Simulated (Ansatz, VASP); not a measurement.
CsRb2AlI6 in VASP and in Ansatz

The input INCAR:

```
SYSTEM = CsRb2AlI6
PREC = Accurate
ENCUT = 520
EDIFF = 1E-6
ISMEAR = 0
SIGMA = 0.01
LREAL = .FALSE.
LASPH = .TRUE.
NELM = 60
ALGO = Normal
ISIF = 2
LWAVE = .FALSE.
LCHARG = .FALSE.
GGA = CA
NBANDS = 47
```

Contents of KPOINTS:

```
regular mesh
0
G
  3 3 3
  0 0 0
```

File POSCAR:

```
CsRb2AlI6
1.0
    0.0000000000      6.3764280000      6.3764280000
    6.3764280000      0.0000000000      6.3764280000
    6.3764280000      6.3764280000      0.0000000000
Cs Rb Al I
1 2 1 6
Direct
    0.5000000000      0.5000000000      0.5000000000
    0.7500000000      0.7500000000      0.7500000000
    0.2500000000      0.2500000000      0.2500000000
    0.0000000000      0.0000000000      0.0000000000
    0.7822880000      0.2177120000      0.2177120000
    0.2177120000      0.2177120000      0.7822880000
    0.2177120000      0.7822880000      0.7822880000
    0.2177120000      0.7822880000      0.2177120000
    0.7822880000      0.2177120000      0.7822880000
    0.7822880000      0.7822880000      0.2177120000
```

Input for Ansatz:

```yaml
crystal:
  lattice:
    - [0.0, 6.376428, 6.376428]
    - [6.376428, 0.0, 6.376428]
    - [6.376428, 6.376428, 0.0]
  atoms:
    - { symbol: Cs, position: [0.5, 0.5, 0.5] }
    - { symbol: Rb, position: [0.75, 0.75, 0.75] }
    - { symbol: Rb, position: [0.25, 0.25, 0.25] }
    - { symbol: Al, position: [0.0, 0.0, 0.0] }
    - { symbol: I, position: [0.782288, 0.217712, 0.217712] }
    - { symbol: I, position: [0.217712, 0.217712, 0.782288] }
    - { symbol: I, position: [0.217712, 0.782288, 0.782288] }
    - { symbol: I, position: [0.217712, 0.782288, 0.217712] }
    - { symbol: I, position: [0.782288, 0.217712, 0.782288] }
    - { symbol: I, position: [0.782288, 0.782288, 0.217712] }
kpoints:
  mp_grid:
    grid: [3, 3, 3]
hamiltonian:
  xc: lda
scf:
  occupations:
    method: fixed
basis:
  ecutwfc: "510 eV"
output:
  stress: true
  eigenvalues: true
```

Alike in both runs: task single point; functional LDA; k mesh 3 × 3 × 3; no spin polarisation.

|  | VASP | Ansatz |
| --- | --- | --- |
| version | VASP 6.6.1 | Ansatz 0.2.0 |
| potentials or method | VASP PAW LDA potentials, release 64 (Cs_sv, Rb_sv, Al, I), cutoff 520 eV | plane waves, PAW |
| occupations | gaussian, width 0.01 eV | fixed |
| valence electrons in the cell | 72 | 132 |

VASP gave:

| Property | Result |
| --- | --- |
| gap on the k mesh at the Fermi level (eV) | 1.95 |
| pressure (GPa) | -1.5 |

Problem. Which values does Ansatz return?

Solution. gap on the k mesh at the Fermi level (eV): 1.94; pressure (GPa): -1.5.

LDA's correlation is that of Perdew and Zunger in VASP and of Perdew and Wang (1992) in Ansatz. VASP's potentials hold 72 valence electrons a cell and Ansatz's 132, so a difference there can come from the potentials and not from the codes.

Neither program's run includes spin-orbit coupling.
